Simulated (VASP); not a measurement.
Here is a VASP 6.6.1 calculation.

The input INCAR:

```
ALGO = Fast ; EDIFF = 1E-6
ENCUT = 520 ; GGA = PE
ISIF = 2 ; ISMEAR = 0
ISPIN = 2 ; LASPH = T
LCHARG = F ; LMAXMIX = 4
LORBIT = 11 ; LREAL = F
LWAVE = F ; MAGMOM = 0 0 0 0 1
NBANDS = 28 ; NELM = 150
PREC = Accurate ; SIGMA = 0.1
```

Contents of KPOINTS:

```
k-points
0
Gamma
  4 4 4
```

File POSCAR:

```
RbLi3Rh
1.0
    4.7083425310      0.0000000000      0.0000000000
    0.0000000000      4.7083425310      0.0000000000
    0.0000000000      0.0000000000      4.7083425310
Rb Li Rh
1 3 1
Direct
    0.0000000000      0.0000000000      0.0000000000
    0.5000000000      0.0000000000      0.0000000000
    0.0000000000      0.5000000000      0.0000000000
    0.0000000000      0.0000000000      0.5000000000
    0.5000000000      0.5000000000      0.5000000000
```

Potentials or basis: VASP PAW PBE potentials, release 64 (Rb_sv, Li_sv, Rh_pv).

The run is started by

```console
$ cat potpaw_PBE.64/Rb_sv/POTCAR potpaw_PBE.64/Li_sv/POTCAR potpaw_PBE.64/Rh_pv/POTCAR > POTCAR
$ mpirun -np 1 vasp_std > vasp.out
```

(1) Estimate the net moment.

(2) What does it give for the site moments?

## Answers

(1) 0.28 μB per cell.

(2) Rb -0.01; Li -0.00; Rh +0.41 μB.
